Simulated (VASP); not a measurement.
Runs of VASP 6.6.1 on Ti2H. The structure is that of space group Pn-3m (No. 224), or close to it. The cells are those of the table. 

```tsv
cell	gap on the mesh (eV)	pressure (GPa)
a = 4.113 Å, 6 atoms	none	(b)
a = 4.339 Å, 6 atoms	none	-11.0
a = 4.172 Å, 6 atoms	none	1.3
a = 4.285 Å, 6 atoms	none	-7.6
a = 4.053 Å, 6 atoms	none	(a)
```

Alike in all rows: task single point; level PBEsol; potentials or basis VASP PAW PBE potentials, release 64 (Ti_sv, H); no spin polarisation; k mesh 6 × 6 × 6; cutoff (eV) 520; smearing fermi-dirac 0.1 eV.

**Question.** Estimate the missing entries.

**Answer.** (a) 14.5; (b) 7.3.

Caveats: the PAW data sets were made with another functional, which shifts forces and pressure a little.

A gap of «none» marks levels without a gap at the run's occupations.
